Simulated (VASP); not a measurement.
# V (P2_1/m) in VASP: single point with PBE

Aim: the single point of V with PBE.

Everything below comes from runs of VASP 6.6.1. Logs are shortened: lines on timing, memory, paths and dates and some standing lists are left out, and cuts for length are marked.

### Step 1. The cell of the first run

The structure is monoclinic, space group P2_1/m (No. 11). The conventional cell has a = 2.604 Å, b = 4.723 Å, c = 2.604 Å, α = 90.00°, β = 120.00°, γ = 90.00°. V (site symmetry m) has 12 V at 2.60 to 2.92 Å within 3.4 Å.

### Step 2. Single point, PBE (atom 1 (V) moved by (-0.225, +0.000) A along [1 1 0] and z)

Contents of INCAR:

```
  ALGO = Fast
  EDIFF = 1E-6
  ENCUT = 520
  GGA = PE
  ISIF = 2
  ISMEAR = 0
  LASPH = True
  LCHARG = False
  LREAL = False
  LWAVE = False
  NBANDS = 20
  NELM = 60
  PREC = Accurate
  SIGMA = 0.15
```

Contents of KPOINTS:

```
k-points
0
Gamma
  21 21 10
```

Contents of POSCAR:

```
V
1.0
    2.6042941027      0.0000000000      0.0000000000
   -1.3021470513      2.2553848518      0.0000000000
    0.0000000000      0.0000000000      4.7233360000
V
2
Direct
    0.5703047040      0.2627914807      0.7500000000
    0.3333333333      0.6666666667      0.2500000000
```

Potentials or basis: VASP PAW PBE potentials, release 64 (V_sv).

The run is started by

```console
cat potpaw_PBE.64/V_sv/POTCAR > POTCAR
mpirun -np 1 vasp_std > vasp.out
```

OUTCAR:

```text
EDIFF = 1E-6
   ENCUT = 520
   GGA = PE
   ISIF = 2
   ISMEAR = 0
   LASPH = True
   LREAL = False
   NELM = 60
   PREC = Accurate

 ion  position               nearest neighbor table
   1  0.570  0.263  0.750-   2 2.72   2 2.72   2 2.78   2 2.78
   2  0.333  0.667  0.250-   1 2.72   1 2.72   1 2.78   1 2.78

  LATTYP: Found a hexagonal cell.
 ALAT       =     2.6042941027
 C/A-ratio  =     1.8136722712

  Lattice vectors:

 A1 = (   2.6042941027,   0.0000000000,   0.0000000000)
 A2 = (  -1.3021470513,   2.2553848518,   0.0000000000)
 A3 = (   0.0000000000,   0.0000000000,   4.7233360000)

Analysis of symmetry for initial positions (statically):
=====================================================================
 Subroutine PRICEL returns:
 Original cell was already a primitive cell.

 Routine SETGRP: Setting up the symmetry group for a
 hexagonal supercell.

 Subroutine GETGRP returns: Found  4 space group operations
 (whereof  1 operations were pure point group operations)
 out of a pool of 24 trial point group operations.

The static configuration has the point symmetry C_1 .
 The point group associated with its full space group is C_2h.

Analysis of symmetry for dynamics (positions and initial velocities):
=====================================================================
 Subroutine PRICEL returns:
 Original cell was already a primitive cell.

 Routine SETGRP: Setting up the symmetry group for a
 hexagonal supercell.

 Subroutine GETGRP returns: Found  4 space group operations
 (whereof  1 operations were pure point group operations)
 out of a pool of 24 trial point group operations.

The dynamic configuration has the point symmetry C_1 .
 The point group associated with its full space group is C_2h.

 Subroutine INISYM returns: Found  4 space group operations
 (whereof  1 operations are pure point group operations),
 and found     1 'primitive' translations

----------------------------------------------------------------------------------------

                                     Primitive cell

  volume of cell :      27.7434

  direct lattice vectors                    reciprocal lattice vectors
     2.604294103  0.000000000  0.000000000     0.383981210  0.221691655  0.000000000
    -1.302147051  2.255384852  0.000000000     0.000000000  0.443383310  0.000000000
     0.000000000  0.000000000  4.723336000     0.000000000  0.000000000  0.211714771

  length of vectors
[... 80 lines left out ...]
   ENCUT  =  520.0 eV  38.22 Ry    6.18 a.u.   4.84  4.84  8.78*2*pi/ulx,y,z
   NELM   =     60;   NELMIN=  2; NELMDL= -5     # of ELM steps
   EDIFF  = 0.1E-05   stopping-criterion for ELM
   LREAL  =      F    real-space projection
   EDIFFG = 0.1E-04   stopping-criterion for IOM
   NSW    =      0    number of steps for IOM
   IBRION =     -1    ionic relax: 0-MD 1-quasi-New 2-CG
   NFREE  =      0    steps in history (QN), initial steepest desc. (CG)
   ISIF   =      2    stress and relaxation
   ISYM   =      2    0-nonsym 1-usesym 2-fastsym
   POTIM  = 0.5000    time-step for ionic-motion
   TEBEG  =    0.0;   TEEND  =   0.0 temperature during run
   PSTRESS=    0.0 pullay stress
   NELECT =      26.0000    total number of electrons
   NUPDOWN=      -1.0000    fix difference up-down
   EMIN   =  10.00;   EMAX   =-10.00  energy-range for DOS
   EFERMI =   0.00;   METHOD = LEGACY
   ISMEAR =     0;   SIGMA  =   0.15  broadening in eV -4-tet -1-fermi 0-gaus
   EFERMI_NEDOS =   21; number of points for ismear=-14 and -15
   IALGO  =     68    algorithm
   IMIX   =      4    mixing-type and parameters
     AMIX     =   0.40;   BMIX     =  1.00
     AMIX_MAG =   1.60;   BMIX_MAG =  1.00
  volume/ion in A,a.u.               =      13.87        93.61
  Fermi-wavevector in a.u.,A,eV,Ry     =   1.602062  3.027459 34.920768  2.566604
  Thomas-Fermi vector in A             =   2.698942
   LORBIT       =      0    0 simple, 1 ext, 2 COOP (PROOUT), +10 PAW based schemes
   GGA     = PE    functional components
   LHFCALC =     F    Hartree Fock is set to
   AEXX    =    0.0000 exact exchange contribution
   IVDW    =     0    specifies the selected vdW correction
   LEPSILON=     F    determine dielectric tensor
   LRPA    =     F    only Hartree local field effects (RPA)
 non-spin polarized calculation
 RMM-DIIS sequential band-by-band and
 Gauss-broadening in eV      SIGMA  =   0.15
  energy-cutoff  :      520.00
  volume of cell :       27.74
 maximum number of plane-waves:       771
   NGX =  9   NGY =  9   NGZ = 17

 number of electron      26.0000013 magnetization

 Free energy of the ion-electron system (eV)
  ---------------------------------------------------
  ext. energy  EPLUGINS =         0.00000000
  ---------------------------------------------------
  free energy    TOTEN  =       -17.53424341 eV

  energy without entropy =      -17.49402388  energy(sigma->0) =      -17.51413364

 E-fermi :   9.6752     XC(G=0): -12.7280

 val. band max:        9.6751280416   @ k =   0.0476   0.0952  -0.4000
 cond. band min:       9.6759673100   @ k =  -0.3810  -0.2857  -0.1000
 fundamental gap:      0.0008392684
 Fermi energy:         9.6752251432

 k-point     1 :       0.0000    0.0000    0.0000
  band No.  band energies     occupation
      1     -54.3462      2.00000
      2     -54.2364      2.00000
      3     -28.4564      2.00000
      4     -27.8075      2.00000
      5     -27.6798      2.00000
      6     -27.6622      2.00000
[... 541 lines left out ...]
     19      12.8002      0.00000
     20      17.2538      0.00000

 [... further k-points ...]

------------------------ aborting loop because EDIFF is reached ----------------------------------------

  FORCE on cell =-STRESS in cart. coord.  units (eV):
  Direction    XX          YY          ZZ          XY          YZ          ZX
  --------------------------------------------------------------------------------------
  -------------------------------------------------------------------------------------
  Total       -0.3774071      0.8652447     -0.5991637     -0.6239942      0.0000000      0.0000000
  in kB      -21.7952133     49.9677740    -34.6016298    -36.0355851      0.0000000      0.0000000
  external PRESSURE =      -2.1430230 kB  Pullay stress =       0.0000000 kB

 VOLUME and BASIS-vectors are now :
 -----------------------------------------------------------------------------
  energy-cutoff  :      520.00
  volume of cell :       27.74
      direct lattice vectors                 reciprocal lattice vectors
     2.604294103  0.000000000  0.000000000     0.383981210  0.221691655  0.000000000
    -1.302147051  2.255384852  0.000000000     0.000000000  0.443383310  0.000000000
     0.000000000  0.000000000  4.723336000     0.000000000  0.000000000  0.211714771

 POSITION                                       TOTAL-FORCE (eV/Angst)
 -----------------------------------------------------------------------------------
      1.14305      0.59270      3.54250        -0.288426     -0.140345      0.000000
     -0.00000      1.50359      1.18083         0.288426      0.140345     -0.000000
 -----------------------------------------------------------------------------------
    total drift:                                0.000003      0.000029     -0.000000

  FREE ENERGIE OF THE ION-ELECTRON SYSTEM (eV)
  ---------------------------------------------------
  free  energy   TOTEN  =       -17.5342434084 eV

  energy  without entropy=      -17.4940238771  energy(sigma->0) =      -17.51413364
```

OSZICAR:

```text
N       E                     dE             d eps       ncg     rms          rms(c)
DAV:   1     0.327873806019E+03    0.32787E+03   -0.16473E+04 53136   0.152E+03
DAV:   2    -0.105569646389E+02   -0.33843E+03   -0.33256E+03 54640   0.495E+02
DAV:   3    -0.200110235338E+02   -0.94541E+01   -0.92728E+01 58316   0.983E+01
DAV:   4    -0.201088392368E+02   -0.97816E-01   -0.97542E-01 53976   0.101E+01
DAV:   5    -0.201100325937E+02   -0.11934E-02   -0.11934E-02 56136   0.113E+00    0.247E+01
RMM:   6    -0.175330979038E+02    0.25769E+01   -0.98768E+00 53071   0.292E+01    0.254E+00
RMM:   7    -0.175505173301E+02   -0.17419E-01   -0.88781E-01 54544   0.504E+00    0.122E+00
RMM:   8    -0.175364674304E+02    0.14050E-01   -0.49404E-02 54760   0.248E+00    0.738E-01
RMM:   9    -0.175341701473E+02    0.22973E-02   -0.69861E-03 59741   0.866E-01    0.133E-01
RMM:  10    -0.175342991679E+02   -0.12902E-03   -0.20993E-03 58783   0.407E-01    0.890E-02
RMM:  11    -0.175342436446E+02    0.55523E-04   -0.52196E-04 54776   0.272E-01    0.261E-02
RMM:  12    -0.175342429509E+02    0.69371E-06   -0.60764E-05 62955   0.881E-02    0.446E-03
RMM:  13    -0.175342431000E+02   -0.14907E-06   -0.10901E-05 50433   0.411E-02    0.174E-03
RMM:  14    -0.175342434084E+02   -0.30842E-06   -0.28267E-06 39572   0.194E-02
   1 F= -.17534243E+02 E0= -.17514134E+02  d E =-.402195E-01
```

Run time: 5.1 min. Hardware: 1 thread of Intel Xeon Platinum 8488C (Sapphire Rapids), shared host; peak memory 0.63 GiB.

What came out:

| Property | Result |
| --- | --- |
| Free energy | -17.5342 eV |
| Pressure | -0.2 GPa |
| Largest force | 0.321 eV/Å |
| Band gap on the k mesh | zero (bands 13 and 14 overlap by 2.39 eV) |

Forces in eV/Å, atoms in the order of the input:
```
V   -0.288 -0.140  0.000
V    0.288  0.140  0.000
```

Caveat: the cell differs from its parent crystal (atom 1 (V) moved by (-0.225, +0.000) A along [1 1 0] and z).
